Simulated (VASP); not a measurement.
# TaMnN2 (P-4m2) in VASP: a series of runs

Runs on TaMnN2. Level: PBE. Tasks: single point.

Program: VASP 6.6.1. These are calculated values, not measurements. Logs are shortened: lines on timing, memory, paths and dates and some standing lists are left out, and cuts for length are marked.

### 1 The cell of the first run

It takes space group P-4m2 (No. 115, tetragonal). The conventional cell has a = 3.324 Å, b = 3.324 Å, c = 4.622 Å, α = 90.00°, β = 90.00°, γ = 90.00°. Within 2.6 Å of Ta (site symmetry -4m2) lie 4 N at 2.00 Å. Within 2.7 Å of Mn (site symmetry -4m2) lie 4 N at 2.05 Å. Within 2.6 Å of N (site symmetry 2mm) lie 2 Ta at 2.00 Å and 2 Mn at 2.05 Å.

The cell was generated, and may not be a known phase.

### 2 Single point, PBE, collinear spin, ferromagnetic start

Input file INCAR:

```
PREC     = Accurate       # precision mode
ENCUT    = 700            # plane-wave cutoff, eV
EDIFF    = 1E-6           # SCF threshold, eV
ISMEAR   = 0              # smearing method
SIGMA    = 0.1            # smearing width, eV
LREAL    = False          # projectors in reciprocal space
LASPH    = True           # aspherical terms in the spheres
NELM     = 200            # most SCF steps
ALGO     = Normal         # electronic algorithm
ISIF     = 2              # what is computed and relaxed
LWAVE    = False          # write WAVECAR
LCHARG   = True           # write CHGCAR
ISPIN    = 2              # spin polarisation
MAGMOM   = 0 4 0 0        # initial moments
LORBIT   = 11             # projections on sites
LMAXMIX  = 4              # l up to which the mixer works
GGA      = PE             # functional
LELF     = True           # ELF
LVHAR    = True         
NBANDS   = 31             # bands
GGA_COMPAT= False
```

Input file KPOINTS:

```
Automatic mesh
0
Gamma
  6 6 4
```

Input file POSCAR:

```
TaMnN2
1.0
    3.3243240039      0.0000000000      0.0000000000
    0.0000000000      3.3243240039      0.0000000000
    0.0000000000      0.0000000000      4.6217857173
Ta Mn N
1 1 2
Direct
    0.0000000000      0.0000000000      0.5000000000
    0.5000000000      0.5000000000      0.0000000000
    0.5000000000      0.0000000000      0.2605426431
    0.0000000000      0.5000000000      0.7394573569
```

Potentials or basis: VASP PAW PBE potentials, release 64 (Ta_sv_GW, Mn_sv, N).

Run with:

```
> cat potpaw_PBE.64/Ta_sv_GW/POTCAR potpaw_PBE.64/Mn_sv/POTCAR potpaw_PBE.64/N/POTCAR > POTCAR
> mpirun -np 1 vasp_std > vasp.out
```

OUTCAR:

```text
PREC = Accurate
   ENCUT = 700
   EDIFF = 1E-6
   ISMEAR = 0
   LREAL = False
   LASPH = True
   NELM = 200
   ISIF = 2
   ISPIN = 2
   LORBIT = 11
   GGA = PE

 ion  position               nearest neighbor table
   1  0.000  0.000  0.500-   3 2.00   4 2.00   4 2.00   3 2.00
   2  0.500  0.500  0.000-   3 2.05   4 2.05   3 2.05   4 2.05
   3  0.500  0.000  0.261-   1 2.00   1 2.00   2 2.05   2 2.05
   4  0.000  0.500  0.739-   1 2.00   1 2.00   2 2.05   2 2.05

  LATTYP: Found a simple tetragonal cell.
 ALAT       =     3.3243240039
 C/A-ratio  =     1.3902933986

  Lattice vectors:

 A1 = (   3.3243240039,   0.0000000000,   0.0000000000)
 A2 = (   0.0000000000,   3.3243240039,   0.0000000000)
 A3 = (   0.0000000000,   0.0000000000,   4.6217857173)

Analysis of symmetry for initial positions (statically):
=====================================================================
 Subroutine PRICEL returns:
 Original cell was already a primitive cell.

 Routine SETGRP: Setting up the symmetry group for a
 simple tetragonal supercell.

 Subroutine GETGRP returns: Found  8 space group operations
 (whereof  8 operations were pure point group operations)
 out of a pool of 16 trial point group operations.

The static configuration has the point symmetry D_2d.

Analysis of symmetry for dynamics (positions and initial velocities):
=====================================================================
 Subroutine PRICEL returns:
 Original cell was already a primitive cell.

 Routine SETGRP: Setting up the symmetry group for a
 simple tetragonal supercell.

 Subroutine GETGRP returns: Found  8 space group operations
 (whereof  8 operations were pure point group operations)
 out of a pool of 16 trial point group operations.

The dynamic configuration has the point symmetry D_2d.

Analysis of structural, dynamic, and magnetic symmetry:
=====================================================================
 Subroutine PRICEL returns:
 Original cell was already a primitive cell.

 Routine SETGRP: Setting up the symmetry group for a
 simple tetragonal supercell.

 Subroutine GETGRP returns: Found  8 space group operations
 (whereof  8 operations were pure point group operations)
 out of a pool of 16 trial point group operations.

The overall configuration has the point symmetry D_2d.

 Subroutine INISYM returns: Found  8 space group operations
 (whereof  8 operations are pure point group operations),
 and found     1 'primitive' translations

----------------------------------------------------------------------------------------

                                     Primitive cell

  volume of cell :      51.0760

  direct lattice vectors                    reciprocal lattice vectors
     3.324324004  0.000000000  0.000000000     0.300813037  0.000000000  0.000000000
     0.000000000  3.324324004  0.000000000     0.000000000  0.300813037  0.000000000
     0.000000000  0.000000000  4.621785717     0.000000000  0.000000000  0.216366587

  length of vectors
     3.324324004  3.324324004  4.621785717     0.300813037  0.300813037  0.216366587

  position of ions in fractional coordinates (direct lattice)
     0.000000000  0.000000000  0.500000000
     0.500000000  0.500000000  0.000000000
     0.500000000  0.000000000  0.260542643
     0.000000000  0.500000000  0.739457357

  ion indices of the primitive-cell ions
   primitive index   ion index
                 1           1
                 2           2
                 3           3
                 4           4

----------------------------------------------------------------------------------------

 KPOINTS: Automatic mesh

Automatic generation of k-mesh.
 Grid dimensions read from file:
 generate k-points for:    6    6    4

 Generating k-lattice:

  Cartesian coordinates                     Fractional coordinates (reciprocal lattice)
     0.050135506  0.000000000  0.000000000     0.166666667  0.000000000  0.000000000
     0.000000000  0.050135506  0.000000000     0.000000000  0.166666667  0.000000000
     0.000000000  0.000000000  0.054091647     0.000000000  0.000000000  0.250000000

  Length of vectors
     0.050135506  0.050135506  0.054091647

  Shift w.r.t. Gamma in fractional coordinates (k-lattice)
     0.000000000  0.000000000  0.000000000

 Subroutine IBZKPT returns following result:
 ===========================================

 Found     30 irreducible k-points:

 Following reciprocal coordinates:
            Coordinates               Weight
  0.000000  0.000000  0.000000      1.000000
  0.166667  0.000000  0.000000      4.000000
  0.333333  0.000000  0.000000      4.000000
  0.500000  0.000000  0.000000      2.000000
  0.166667  0.166667  0.000000      4.000000
  0.333333  0.166667  0.000000      8.000000
[... 16 lines left out ...]
  0.333333  0.000000  0.500000      4.000000
  0.500000  0.000000  0.500000      2.000000
 [... further k-points ...]
   k-points           NKPTS =     30   k-points in BZ     NKDIM =     30   number of bands    NBANDS=     31
   number of dos      NEDOS =    301   number of ions     NIONS =      4
   total plane-waves  NPLWV =  36000
   dimension x,y,z NGX =    30 NGY =   30 NGZ =   40
   dimension x,y,z NGXF=    60 NGYF=   60 NGZF=   80
   ions per type =               1   1   2
   NGX,Y,Z   is equivalent  to a cutoff of  15.00, 15.00, 14.39 a.u.
   NGXF,Y,Z  is equivalent  to a cutoff of  30.01, 30.01, 28.78 a.u.
 SYSTEM =  unknown system
   PREC   = accura    normal or accurate (medium, high low for compatibility)
   ISTART =      0    job   : 0-new  1-cont  2-samecut
   ICHARG =      2    charge: 1-file 2-atom 10-const
   ISPIN  =      2    spin polarized calculation?
   LNONCOLLINEAR =      F non collinear calculations
   LSORBIT =      F    spin-orbit coupling
   LASPH  =      T    aspherical Exc in radial PAW
   ENCUT  =  700.0 eV  51.45 Ry    7.17 a.u.   7.17  7.17  9.97*2*pi/ulx,y,z
   NELM   =    200;   NELMIN=  2; NELMDL= -5     # of ELM steps
   EDIFF  = 0.1E-05   stopping-criterion for ELM
   LREAL  =      F    real-space projection
   EDIFFG = 0.1E-04   stopping-criterion for IOM
   NSW    =      0    number of steps for IOM
   IBRION =     -1    ionic relax: 0-MD 1-quasi-New 2-CG
   NFREE  =      0    steps in history (QN), initial steepest desc. (CG)
   ISIF   =      2    stress and relaxation
   ISYM   =      2    0-nonsym 1-usesym 2-fastsym
   POTIM  = 0.5000    time-step for ionic-motion
   TEBEG  =    0.0;   TEEND  =   0.0 temperature during run
   PSTRESS=    0.0 pullay stress
   NELECT =      38.0000    total number of electrons
   NUPDOWN=      -1.0000    fix difference up-down
   EMIN   =  10.00;   EMAX   =-10.00  energy-range for DOS
   EFERMI =   0.00;   METHOD = LEGACY
   ISMEAR =     0;   SIGMA  =   0.10  broadening in eV -4-tet -1-fermi 0-gaus
   EFERMI_NEDOS =   21; number of points for ismear=-14 and -15
   IALGO  =     38    algorithm
   IMIX   =      4    mixing-type and parameters
     AMIX     =   0.40;   BMIX     =  1.00
     AMIX_MAG =   1.60;   BMIX_MAG =  1.00
  volume/ion in A,a.u.               =      12.77        86.17
  Fermi-wavevector in a.u.,A,eV,Ry     =   1.483419  2.803256 29.940058  2.200532
  Thomas-Fermi vector in A             =   2.597083
   LORBIT       =     11    0 simple, 1 ext, 2 COOP (PROOUT), +10 PAW based schemes
   GGA     = PE    functional components
   LHFCALC =     F    Hartree Fock is set to
   AEXX    =    0.0000 exact exchange contribution
   IVDW    =     0    specifies the selected vdW correction
   LEPSILON=     F    determine dielectric tensor
   LRPA    =     F    only Hartree local field effects (RPA)
 spin polarized calculation
 Gauss-broadening in eV      SIGMA  =   0.10
  energy-cutoff  :      700.00
  volume of cell :       51.08
 maximum number of plane-waves:      2176
 NGX is ok and might be reduce to    30
   NGX = 15   NGY = 15   NGZ = 19

 number of electron      38.0000010 magnetization       3.7983607

 Free energy of the ion-electron system (eV)
  ---------------------------------------------------
  ext. energy  EPLUGINS =         0.00000000
  ---------------------------------------------------
  free energy    TOTEN  =       -42.63460952 eV

  energy without entropy =      -42.62892815  energy(sigma->0) =      -42.63176883

 E-fermi :   8.8951     XC(G=0): -11.7774

 val. band max:        8.8817191665   @ k =   0.5000   0.1667   0.0000
 cond. band min:       8.9661985281   @ k =   0.1667   0.1667   0.5000
 fundamental gap:      0.0844793616
 Fermi energy:         8.8950579194

 spin component 1

 k-point     1 :       0.0000    0.0000    0.0000
  band No.  band energies     occupation
      1     -72.3126      1.00000
      2     -60.1046      1.00000
      3     -41.1190      1.00000
      4     -41.0318      1.00000
      5     -41.0318      1.00000
      6     -26.6762      1.00000
[... 805 lines left out ...]
     30      17.5840      0.00000
     31      21.8064      0.00000

 [... further k-points ...]

 spin component 2

 k-point     1 :       0.0000    0.0000    0.0000
  band No.  band energies     occupation
      1     -68.3604      1.00000
      2     -60.0930      1.00000
      3     -37.2174      1.00000
      4     -37.1774      1.00000
      5     -37.1774      1.00000
      6     -26.6989      1.00000
[... 805 lines left out ...]
     30      18.0692      0.00000
     31      22.5776      0.00000

 [... further k-points ...]

------------------------ aborting loop because EDIFF is reached ----------------------------------------

  FORCE on cell =-STRESS in cart. coord.  units (eV):
  Direction    XX          YY          ZZ          XY          YZ          ZX
  --------------------------------------------------------------------------------------
  -------------------------------------------------------------------------------------
  Total       -0.0594990     -0.0594990     -0.1321044      0.0000000      0.0000000      0.0000000
  in kB       -1.8663962     -1.8663962     -4.1439195      0.0000000      0.0000000      0.0000000
  external PRESSURE =      -2.6255706 kB  Pullay stress =       0.0000000 kB

 VOLUME and BASIS-vectors are now :
 -----------------------------------------------------------------------------
  energy-cutoff  :      700.00
  volume of cell :       51.08
      direct lattice vectors                 reciprocal lattice vectors
     3.324324004  0.000000000  0.000000000     0.300813037  0.000000000  0.000000000
     0.000000000  3.324324004  0.000000000     0.000000000  0.300813037  0.000000000
     0.000000000  0.000000000  4.621785717     0.000000000  0.000000000  0.216366587

 POSITION                                       TOTAL-FORCE (eV/Angst)
 -----------------------------------------------------------------------------------
      0.00000      0.00000      2.31089         0.000000      0.000000      0.000000
      1.66216      1.66216      0.00000        -0.000000     -0.000000      0.000000
      1.66216      0.00000      1.20417        -0.000000      0.000000     -0.047595
      0.00000      1.66216      3.41761        -0.000000      0.000000      0.047595
 -----------------------------------------------------------------------------------
    total drift:                                0.000000      0.000000     -0.000000

  FREE ENERGIE OF THE ION-ELECTRON SYSTEM (eV)
  ---------------------------------------------------
  free  energy   TOTEN  =       -42.6346095153 eV

  energy  without entropy=      -42.6289281535  energy(sigma->0) =      -42.63176883

 total charge

# of ion       s       p       d       f       tot
--------------------------------------------------
    1        3.238   6.062   2.334   0.127  11.761
    2        2.150   6.046   4.670   0.000  12.866
    3        1.248   2.486   0.000   0.000   3.734
    4        1.248   2.486   0.000   0.000   3.734
--------------------------------------------------
tot          7.884  17.080   7.005   0.127  32.095

 magnetization (x)

# of ion       s       p       d       f       tot
--------------------------------------------------
    1        0.011  -0.004   0.034   0.006   0.046
    2        0.019   0.019   3.406   0.000   3.443
    3        0.002   0.024   0.000   0.000   0.027
    4        0.002   0.024   0.000   0.000   0.027
--------------------------------------------------
tot          0.034   0.064   3.439   0.006   3.543
```

Run time: 96 s. Hardware: 1 thread of Intel Xeon 6975P-C (Granite Rapids), shared host; peak memory 0.3 GiB.

What came out:

```yaml
Free_energy: -42.6346 eV
Pressure: -0.3 GPa
Largest_force: 0.048 eV/Å
Net_moment: 3.80 μB per cell
Site_moments: Ta +0.05; Mn +3.44; N +0.03 μB
Valence_electrons_inside_the_program's_atomic_spheres: Ta 11.76; Mn 12.87; N 3.73
```

Forces in eV/Å, atoms in the order of the input:
```
Ta   0.000  0.000  0.000
Mn   0.000  0.000  0.000
N    0.000  0.000 -0.048
N    0.000  0.000  0.048
```

Levels at points of the mesh, in eV from the Fermi level:
Spin up:
| k point | band 19 | band 20 | band 21 | band 22 | band 23 | band 24 |
| --- | --- | --- | --- | --- | --- | --- |
| (0.00, 0.00, 0.00) | -2.13 | -0.28 | -0.28 | 0.46 | 1.72 | 1.99 |
| (0.50, 0.00, 0.00) | -1.46 | -1.14 | -0.80 | 1.69 | 2.60 | 3.00 |
| (0.50, 0.50, 0.00) | -1.89 | -1.50 | -1.11 | 0.88 | 0.88 | 2.02 |
| (0.00, 0.00, 0.50) | -1.89 | 0.50 | 0.50 | 1.66 | 2.49 | 3.34 |
| (0.50, 0.00, 0.50) | -1.48 | -0.59 | -0.54 | 1.47 | 2.21 | 2.77 |
| (0.50, 0.50, 0.50) | -1.92 | -1.79 | -1.58 | 1.36 | 1.36 | 2.26 |
Spin down:
```tsv
k point	band 13	band 14	band 15	band 16	band 17	band 18	band 19	band 20	band 21	band 22
(0.00, 0.00, 0.00)	-5.53	-5.52	-3.65	-3.65	-0.95	0.57	1.19	1.30	2.11	2.25
(0.50, 0.00, 0.00)	-5.31	-4.99	-4.53	-4.40	0.43	0.47	0.82	0.96	1.61	2.28
(0.50, 0.50, 0.00)	-3.85	-3.78	-3.70	-3.70	-1.32	-1.32	1.53	1.90	1.90	2.39
(0.00, 0.00, 0.50)	-5.44	-5.44	-3.97	-3.97	-0.55	0.21	1.61	1.80	2.98	2.98
(0.50, 0.00, 0.50)	-5.20	-5.16	-4.67	-4.14	0.95	1.34	1.53	1.61	1.62	1.66
(0.50, 0.50, 0.50)	-5.01	-4.75	-3.64	-3.64	-1.42	-1.42	0.68	0.88	1.93	2.34
```

Caveat: spin-orbit coupling is left out, which moves the levels of the heavy elements; a cell with one magnetic atom can't hold antiferromagnetic order, which such compounds often take. With open d or f shells a metallic result of PBE can be an artefact of self-interaction; +U or a hybrid may open a gap.

### 3 Single point, PBE, collinear spin, ferromagnetic start

Input file INCAR:

```
ALGO = Fast
EDIFF = 1E-6
ENCUT = 520
GGA = PE
ISIF = 2
ISMEAR = 0
ISPIN = 2
LASPH = True
LCHARG = False
LMAXMIX = 4
LORBIT = 11
LREAL = False
LWAVE = False
MAGMOM = 0 3.56 0 0
NBANDS = 29
NELM = 150
PREC = Accurate
SIGMA = 0.1
```

Input file KPOINTS:

```
k-points
0
Gamma
  14 14 10
```

Input file POSCAR:

```
TaMnN2
1.0
    3.3294533260      0.0000000000      0.0000000000
    0.0000000000      3.3294533260      0.0000000000
    0.0000000000      0.0000000000      4.6131720242
Ta Mn N
1 1 2
Direct
    0.0000000000      0.0000000000      0.5000000000
    0.5000000000      0.5000000000      0.0000000000
    0.5000000000      0.0000000000      0.2608646916
    0.0000000000      0.5000000000      0.7391353084
```

Potentials or basis: VASP PAW PBE potentials, release 64 (Ta_pv, Mn_pv, N).

Run with:

```
> cat potpaw_PBE.64/Ta_pv/POTCAR potpaw_PBE.64/Mn_pv/POTCAR potpaw_PBE.64/N/POTCAR > POTCAR
> mpirun -np 1 vasp_std > vasp.out
```

Run time: 15 min. Hardware: 1 thread of Oxide Virtual Turin-like, shared host; peak memory 0.54 GiB.

Results (log left out):

```yaml
Free_energy: -39.9981 eV
Pressure: 0.6 GPa
Largest_force: 0.015 eV/Å
Net_moment: 3.85 μB per cell
Site_moments: Ta +0.03; Mn +3.63; N +0.03 μB
Valence_electrons_inside_the_program's_atomic_spheres: Ta 9.00; Mn 11.56; N 3.76
```

Forces in eV/Å, atoms in the order of the input:
```
Ta   0.000  0.000  0.000
Mn   0.000  0.000  0.000
N    0.000  0.000 -0.015
N    0.000  0.000  0.015
```

Levels at points of the mesh, in eV from the Fermi level:
Spin up:
| k point | band 16 | band 17 | band 18 | band 19 | band 20 | band 21 | band 22 | band 23 |
| --- | --- | --- | --- | --- | --- | --- | --- | --- |
| (0.00, 0.00, 0.00) | -2.26 | -2.15 | -0.32 | -0.32 | 0.46 | 1.68 | 1.98 | 3.54 |
| (0.50, 0.00, 0.00) | -2.14 | -1.50 | -1.19 | -0.83 | 1.64 | 2.62 | 2.96 | 3.29 |
| (0.50, 0.50, 0.00) | -2.57 | -1.92 | -1.53 | -1.14 | 0.83 | 0.83 | 1.95 | 2.21 |
| (0.00, 0.00, 0.50) | -2.23 | -1.91 | 0.46 | 0.46 | 1.61 | 2.47 | 3.37 | 3.66 |
| (0.50, 0.00, 0.50) | -1.91 | -1.52 | -0.60 | -0.58 | 1.43 | 2.19 | 2.73 | 4.52 |
| (0.50, 0.50, 0.50) | -2.74 | -1.96 | -1.82 | -1.62 | 1.33 | 1.33 | 2.21 | 3.44 |
Spin down:
| k point | band 12 | band 13 | band 14 | band 15 | band 16 | band 17 | band 18 | band 19 |
| --- | --- | --- | --- | --- | --- | --- | --- | --- |
| (0.00, 0.00, 0.00) | -5.51 | -3.64 | -3.64 | -0.94 | 0.57 | 1.15 | 1.30 | 2.11 |
| (0.50, 0.00, 0.00) | -5.00 | -4.53 | -4.39 | 0.42 | 0.44 | 0.80 | 0.93 | 1.59 |
| (0.50, 0.50, 0.00) | -3.80 | -3.68 | -3.68 | -1.34 | -1.34 | 1.50 | 1.87 | 1.89 |
| (0.00, 0.00, 0.50) | -5.45 | -3.96 | -3.96 | -0.55 | 0.22 | 1.58 | 1.76 | 2.97 |
| (0.50, 0.00, 0.50) | -5.18 | -4.67 | -4.12 | 0.94 | 1.33 | 1.51 | 1.59 | 1.61 |
| (0.50, 0.50, 0.50) | -4.73 | -3.62 | -3.62 | -1.42 | -1.42 | 0.65 | 0.88 | 1.90 |

Caveat: spin-orbit coupling is left out, which moves the levels of the heavy elements; a cell with one magnetic atom can't hold antiferromagnetic order, which such compounds often take. With open d or f shells a metallic result of PBE can be an artefact of self-interaction; +U or a hybrid may open a gap.
